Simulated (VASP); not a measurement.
Set up this calculation in VASP 6.6.1, as the native input.

```
Task                   : relaxation of shape and atoms at fixed volume
Functional             : revPBE
Potentials or basis    : VASP PAW PBE potentials, release 64 (Mg, B)
Cutoff                 : 600 eV
k mesh                 : 8 × 8 × 6
Occupations            : gaussian, width 0.05 eV
Spin                   : no spin polarisation
Dipole correction      : no
Further INCAR settings : ALGO = Normal; EDIFF = 1e-06; IBRION = 2; EDIFFG = -0.01; NSW = 60; ISIF = 4
```

The structure of MgB2 lies in POSCAR:

```
MgB2
1.0
    3.0786389148      0.0000000000      0.0000000000
   -1.5393194574      2.6661795093      0.0000000000
    0.0000000000      0.0000000000      3.5030384103
Mg B
1 2
Direct
    0.0000000000      0.0000000000      0.0000000000
    0.3333333333      0.6666666667      0.5000000000
    0.6666666667      0.3333333333      0.5000000000
```

This cell differs from its parent crystal: volume scaled by 0.98.

The input as run:

INCAR

```
PREC = Accurate ; ENCUT = 600
EDIFF = 1E-6 ; ISMEAR = 0
SIGMA = 0.05 ; LREAL = False
LASPH = True ; NELM = 80
ALGO = Normal ; ISIF = 4
LWAVE = False ; LCHARG = False
GGA = RE ; IBRION = 2
NSW = 60 ; EDIFFG = -0.01
```

KPOINTS

```
Automatic mesh
0
Gamma
  8 8 6
```

Potentials or basis: VASP PAW PBE potentials, release 64 (Mg, B).

Launch:

```console
$ cat potpaw_PBE.64/Mg/POTCAR potpaw_PBE.64/B/POTCAR > POTCAR
$ mpirun -np 1 vasp_std > vasp.out
```

It gave:

```json
{
 "Energy gained by relaxing": "0.1 meV/atom",
 "Ionic steps": "3",
 "Pressure after relaxing": "2.6 GPa",
 "Band gap on the k mesh": "zero (band 4 reaches 6.58 eV, above the bottom of band 5 at 3.95 eV)"
}
```

Caveat: the PAW data sets were made with another functional, which shifts forces and pressure a little.

It took 20 s on 1 thread of Intel Xeon 6975P-C, on a shared host, peak memory 0.16 GiB.
